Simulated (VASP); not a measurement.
# TiO (P6_3/mmc) in VASP: a series of runs

Runs on TiO. Level: r2SCAN. Tasks: single point.

All numbers are computed with VASP 6.6.1; they aren't measurements. Logs are shortened: lines on timing, memory, paths and dates and some standing lists are left out, and cuts for length are marked.

## Step 1: The cell of the first run

The structure is hexagonal, space group P6_3/mmc (No. 194). The conventional cell has a = 2.852 Å, b = 2.852 Å, c = 5.568 Å, α = 90.00°, β = 90.00°, γ = 120.00°. Within 2.9 Å of Ti (site symmetry -6m2) lie 6 O at 2.16 Å and 6 Ti at 2.85 Å. O (site symmetry -3m) has 6 Ti at 2.16 Å and 8 O at 2.78 to 2.85 Å within 2.9 Å.

## Step 2: Single point, r2SCAN

Contents of POSCAR:

```
TiO
1.0
    2.8516080131      0.0000000000      0.0000000000
   -1.4258040066      2.4695649810      0.0000000000
    0.0000000000      0.0000000000      5.5675030000
Ti O
2 2
Direct
    0.3333333333      0.6666666667      0.2500000000
    0.6666666667      0.3333333333      0.7500000000
    0.0000000000      0.0000000000      0.0000000000
    0.0000000000      0.0000000000      0.5000000000
```

Contents of INCAR.step1:

```
PREC = Accurate
ENCUT = 520
ISMEAR = 0
SIGMA = 0.1
LREAL = False
LASPH = True
NELM = 60
NBANDS = 26
GGA = PE
ALGO = Normal
EDIFF = 1E-4
LWAVE = True
LCHARG = False
```

Contents of INCAR.step2:

```
PREC = Accurate
ENCUT = 520
EDIFF = 1E-7
ISMEAR = 0
SIGMA = 0.1
LREAL = False
LASPH = True
NELM = 60
ALGO = Normal
ISIF = 2
LWAVE = False
LCHARG = True
METAGGA = R2SCAN
LMIXTAU = True
LELF = True
LVHAR = True
NBANDS = 26
ISTART = 1
```

Contents of KPOINTS:

```
Automatic mesh
0
Gamma
  1 1 1
```

Potentials or basis: VASP PAW PBE potentials, release 64 (Ti_sv, O).

Command:

```sh
$ cat potpaw_PBE.64/Ti_sv/POTCAR potpaw_PBE.64/O/POTCAR > POTCAR
$ cp INCAR.step1 INCAR
$ mpirun -np 1 vasp_gam > vasp.out
$ cp INCAR.step2 INCAR
$ mpirun -np 1 vasp_gam > vasp.out
```

OUTCAR:

```text
PREC = Accurate
   ENCUT = 520
   EDIFF = 1E-7
   ISMEAR = 0
   LREAL = False
   LASPH = True
   NELM = 60
   ISIF = 2
   METAGGA = R2SCAN
   ISTART = 1

 ion  position               nearest neighbor table
   1  0.333  0.667  0.250-   3 2.16   4 2.16   3 2.16   4 2.16   3 2.16   4 2.16
   2  0.667  0.333  0.750-   3 2.16   4 2.16   3 2.16   4 2.16   3 2.16   4 2.16
   3  0.000  0.000  0.000-   1 2.16   2 2.16   2 2.16   1 2.16   2 2.16   1 2.16
   4  0.000  0.000  0.500-   1 2.16   2 2.16   2 2.16   1 2.16   2 2.16   1 2.16

  LATTYP: Found a hexagonal cell.
 ALAT       =     2.8516080131
 C/A-ratio  =     1.9524082463

  Lattice vectors:

 A1 = (   2.8516080131,   0.0000000000,   0.0000000000)
 A2 = (  -1.4258040066,   2.4695649810,   0.0000000000)
 A3 = (   0.0000000000,   0.0000000000,   5.5675030000)

Analysis of symmetry for initial positions (statically):
=====================================================================
 Subroutine PRICEL returns:
 Original cell was already a primitive cell.

 Routine SETGRP: Setting up the symmetry group for a
 hexagonal supercell.

 Subroutine GETGRP returns: Found 24 space group operations
 (whereof 12 operations were pure point group operations)
 out of a pool of 24 trial point group operations.

The static configuration has the point symmetry D_3d.
 The point group associated with its full space group is D_6h.

Analysis of symmetry for dynamics (positions and initial velocities):
=====================================================================
 Subroutine PRICEL returns:
 Original cell was already a primitive cell.

 Routine SETGRP: Setting up the symmetry group for a
 hexagonal supercell.

 Subroutine GETGRP returns: Found 24 space group operations
 (whereof 12 operations were pure point group operations)
 out of a pool of 24 trial point group operations.

The dynamic configuration has the point symmetry D_3d.
 The point group associated with its full space group is D_6h.

 Subroutine INISYM returns: Found 24 space group operations
 (whereof 12 operations are pure point group operations),
 and found     1 'primitive' translations

----------------------------------------------------------------------------------------

                                     Primitive cell

  volume of cell :      39.2076

  direct lattice vectors                    reciprocal lattice vectors
     2.851608013  0.000000000  0.000000000     0.350679334  0.202464808  0.000000000
    -1.425804007  2.469564981  0.000000000     0.000000000  0.404929616  0.000000000
     0.000000000  0.000000000  5.567503000     0.000000000  0.000000000  0.179613733

  length of vectors
     2.851608013  2.851608013  5.567503000     0.404929616  0.404929616  0.179613733

  position of ions in fractional coordinates (direct lattice)
     0.333333333  0.666666667  0.250000000
     0.666666667  0.333333333  0.750000000
     0.000000000  0.000000000  0.000000000
     0.000000000  0.000000000  0.500000000

  ion indices of the primitive-cell ions
   primitive index   ion index
                 1           1
                 2           2
                 3           3
                 4           4

----------------------------------------------------------------------------------------

 KPOINTS: Automatic mesh

Automatic generation of k-mesh.
 Grid dimensions read from file:
 generate k-points for:    1    1    1

 Generating k-lattice:

  Cartesian coordinates                     Fractional coordinates (reciprocal lattice)
     0.350679334  0.202464808  0.000000000     1.000000000  0.000000000  0.000000000
     0.000000000  0.404929616  0.000000000     0.000000000  1.000000000  0.000000000
     0.000000000  0.000000000  0.179613733     0.000000000  0.000000000  1.000000000

  Length of vectors
     0.404929616  0.404929616  0.179613733

  Shift w.r.t. Gamma in fractional coordinates (k-lattice)
     0.000000000  0.000000000  0.000000000

 Subroutine IBZKPT returns following result:
 ===========================================

 Found      1 irreducible k-points:

 Following reciprocal coordinates:
            Coordinates               Weight
  0.000000  0.000000  0.000000      1.000000
   k-points           NKPTS =      1   k-points in BZ     NKDIM =      1   number of bands    NBANDS=     26
   number of dos      NEDOS =    301   number of ions     NIONS =      4
   total plane-waves  NPLWV =  24192
   dimension x,y,z NGX =    24 NGY =   24 NGZ =   42
   dimension x,y,z NGXF=    48 NGYF=   48 NGZF=   84
   ions per type =               2   2
   NGX,Y,Z   is equivalent  to a cutoff of  13.99, 13.99, 12.54 a.u.
   NGXF,Y,Z  is equivalent  to a cutoff of  27.98, 27.98, 25.08 a.u.
 SYSTEM =  unknown system
   PREC   = accura    normal or accurate (medium, high low for compatibility)
   ISTART =      1    job   : 0-new  1-cont  2-samecut
   ICHARG =      0    charge: 1-file 2-atom 10-const
   ISPIN  =      1    spin polarized calculation?
   LNONCOLLINEAR =      F non collinear calculations
   LSORBIT =      F    spin-orbit coupling
   LASPH  =      T    aspherical Exc in radial PAW
   ENCUT  =  520.0 eV  38.22 Ry    6.18 a.u.   5.30  5.30 10.35*2*pi/ulx,y,z
   NELM   =     60;   NELMIN=  2; NELMDL=  0     # of ELM steps
   EDIFF  = 0.1E-06   stopping-criterion for ELM
   LREAL  =      F    real-space projection
   EDIFFG = 0.1E-05   stopping-criterion for IOM
   NSW    =      0    number of steps for IOM
   IBRION =     -1    ionic relax: 0-MD 1-quasi-New 2-CG
   NFREE  =      0    steps in history (QN), initial steepest desc. (CG)
   ISIF   =      2    stress and relaxation
   ISYM   =      2    0-nonsym 1-usesym 2-fastsym
   POTIM  = 0.5000    time-step for ionic-motion
   TEBEG  =    0.0;   TEEND  =   0.0 temperature during run
   PSTRESS=    0.0 pullay stress
   NELECT =      36.0000    total number of electrons
   NUPDOWN=      -1.0000    fix difference up-down
   EMIN   =  10.00;   EMAX   =-10.00  energy-range for DOS
   EFERMI =   0.00;   METHOD = LEGACY
   ISMEAR =     0;   SIGMA  =   0.10  broadening in eV -4-tet -1-fermi 0-gaus
   EFERMI_NEDOS =   21; number of points for ismear=-14 and -15
   IALGO  =     38    algorithm
   IMIX   =      4    mixing-type and parameters
     AMIX     =   0.40;   BMIX     =  1.00
     AMIX_MAG =   1.60;   BMIX_MAG =  1.00
  volume/ion in A,a.u.               =       9.80        66.15
  Fermi-wavevector in a.u.,A,eV,Ry     =   1.591178  3.006890 34.447873  2.531847
  Thomas-Fermi vector in A             =   2.689758
   LORBIT       =      0    0 simple, 1 ext, 2 COOP (PROOUT), +10 PAW based schemes
   METAGGA = R2SCAN    functional components
   LHFCALC =     F    Hartree Fock is set to
   AEXX    =    0.0000 exact exchange contribution
   IVDW    =     0    specifies the selected vdW correction
   LEPSILON=     F    determine dielectric tensor
   LRPA    =     F    only Hartree local field effects (RPA)
 non-spin polarized calculation
 Gauss-broadening in eV      SIGMA  =   0.10
  energy-cutoff  :      520.00
  volume of cell :       39.21
 maximum number of plane-waves:       533
 NGX is ok and might be reduce to    24
   NGX = 11   NGY = 11   NGZ = 21

 number of electron      35.9999993 magnetization

 Free energy of the ion-electron system (eV)
  ---------------------------------------------------
  ext. energy  EPLUGINS =         0.00000000
  ---------------------------------------------------
  free energy    TOTEN  =       -37.70160081 eV

  energy without entropy =      -37.56856865  energy(sigma->0) =      -37.63508473

 E-fermi :  11.8132     XC(G=0): -13.3018

 val. band max:        9.6223490793   @ k =   0.0000   0.0000   0.0000
 cond. band min:      11.8201922904   @ k =   0.0000   0.0000   0.0000
 fundamental gap:      2.1978432111
 Fermi energy:        11.8132175776

 k-point     1 :       0.0000    0.0000    0.0000
  band No.  band energies     occupation
      1     -47.9546      2.00000
      2     -47.9095      2.00000
      3     -23.8327      2.00000
      4     -23.3232      2.00000
      5     -22.7627      2.00000
      6     -22.7627      2.00000
[... 18 lines left out ...]
     25      13.9957      0.00000
     26      15.3365      0.00000

------------------------ aborting loop because EDIFF is reached ----------------------------------------

  FORCE on cell =-STRESS in cart. coord.  units (eV):
  Direction    XX          YY          ZZ          XY          YZ          ZX
  --------------------------------------------------------------------------------------
  -------------------------------------------------------------------------------------
  Total       19.1024302     19.1024302     -0.3803909     -0.0000000      0.0000000      0.0000000
  in kB      780.5998428    780.5998428    -15.5442555     -0.0000000      0.0000000      0.0000000
  external PRESSURE =     515.2184767 kB  Pullay stress =       0.0000000 kB

 VOLUME and BASIS-vectors are now :
 -----------------------------------------------------------------------------
  energy-cutoff  :      520.00
  volume of cell :       39.21
      direct lattice vectors                 reciprocal lattice vectors
     2.851608013  0.000000000  0.000000000     0.350679334  0.202464808  0.000000000
    -1.425804007  2.469564981  0.000000000     0.000000000  0.404929616  0.000000000
     0.000000000  0.000000000  5.567503000     0.000000000  0.000000000  0.179613733

 POSITION                                       TOTAL-FORCE (eV/Angst)
 -----------------------------------------------------------------------------------
     -0.00000      1.64638      1.39188         0.000000     -0.000000     -0.000000
      1.42580      0.82319      4.17563        -0.000000      0.000000      0.000000
      0.00000      0.00000      0.00000        -0.000000     -0.000000     -0.000000
      0.00000      0.00000      2.78375        -0.000000     -0.000000     -0.000000
 -----------------------------------------------------------------------------------
    total drift:                               -0.000000      0.000000     -0.000000

  FREE ENERGIE OF THE ION-ELECTRON SYSTEM (eV)
  ---------------------------------------------------
  free  energy   TOTEN  =       -37.7016008074 eV

  energy  without entropy=      -37.5685686519  energy(sigma->0) =      -37.63508473
```

It took 82 s on 1 thread of Intel Xeon 8259CL, shared host; peak memory 0.16 GiB.

What came out:

| Quantity | Value |
| --- | --- |
| Free energy | -37.7016 eV |
| Pressure | 51.5 GPa |
| Band gap on the k mesh | zero (filled and empty bands touch) |

Stress tensor (GPa, compression positive):
```
78.06  0.00  0.00
 0.00 78.06  0.00
 0.00  0.00 -1.55
```

Caveat: the k points lie up to 2.54 Å⁻¹ apart, too coarse for converged energies, forces and pressures; the PAW data sets were made with another functional, which shifts forces and pressure a little; semilocal functionals often make such compounds metallic where correlation or magnetic order opens a gap, which also shifts bond lengths.

## Step 3: Single point, r2SCAN

POSCAR, as its differences from that of step 2:

```diff
@@ -8,4 +8,4 @@
 Direct
-    0.3333333333      0.6666666667      0.2500000000
-    0.6666666667      0.3333333333      0.7500000000
+    0.3333333300      0.6666666700      0.2500000000
+    0.6666666700      0.3333333300      0.7500000000
     0.0000000000      0.0000000000      0.0000000000
```

Contents of INCAR.step1:

```
SYSTEM = TiO
PREC = Accurate ; ENCUT = 520
ISMEAR = 0 ; SIGMA = 0.1
LREAL = .FALSE. ; LASPH = .TRUE.
NELM = 80 ; NBANDS = 26
GGA = PE ; ALGO = Normal
EDIFF = 1E-4 ; LWAVE = .TRUE.
LCHARG = .FALSE.
```

Contents of INCAR.step2:

```
SYSTEM = TiO
PREC = Accurate ; ENCUT = 520
EDIFF = 1E-7 ; ISMEAR = 0
SIGMA = 0.1 ; LREAL = .FALSE.
LASPH = .TRUE. ; NELM = 80
ALGO = Normal ; ISIF = 2
LWAVE = .FALSE. ; LCHARG = .FALSE.
METAGGA = R2SCAN ; LMIXTAU = .TRUE.
NBANDS = 26 ; ISTART = 1
```

Contents of KPOINTS:

```
regular mesh
0
G
  18 18 8
  0 0 0
```

Potentials or basis: VASP PAW PBE potentials, release 64 (Ti_sv, O).

Command:

```sh
$ cat potpaw_PBE.64/Ti_sv/POTCAR potpaw_PBE.64/O/POTCAR > POTCAR
$ cp INCAR.step1 INCAR
$ mpirun -np 1 vasp_std > vasp.out
$ cp INCAR.step2 INCAR
$ mpirun -np 1 vasp_std > vasp.out
```

Run time: 18 min. Hardware: 1 thread of Intel Xeon 8259CL, shared host; peak memory 0.29 GiB.

It converged, with:

```
Free energy            : -48.6424 eV
Pressure               : -3.6 GPa
Band gap on the k mesh : zero (bands 18 and 19 overlap by 0.04 eV)
```

Stress tensor (GPa, compression positive):
```
-4.19  0.00  0.00
 0.00 -4.19  0.00
 0.00  0.00 -2.56
```

Levels at points of the mesh, in eV from the Fermi level:
```
           k point  band 15  band 16  band 17  band 18  band 19  band 20  band 21  band 22
(0.00, 0.00, 0.00)    -5.64    -5.60    -2.09    -0.09    -0.09    -0.01     1.16     1.16
(0.50, 0.00, 0.00)    -6.14    -5.82    -2.78    -0.09     1.04     1.77     2.09     2.41
(0.00, 0.00, 0.50)    -5.92    -5.92    -0.64    -0.64     0.78     0.78     0.78     0.78
(0.50, 0.00, 0.50)    -6.44    -6.44    -1.40    -1.40     2.15     2.15     2.36     2.36
```

Caveat: the cell stands under tension; the PAW data sets were made with another functional, which shifts forces and pressure a little; semilocal functionals often make such compounds metallic where correlation or magnetic order opens a gap, which also shifts bond lengths.

The gap in the log of VASP goes by the Fermi energy; the results here count the filled bands.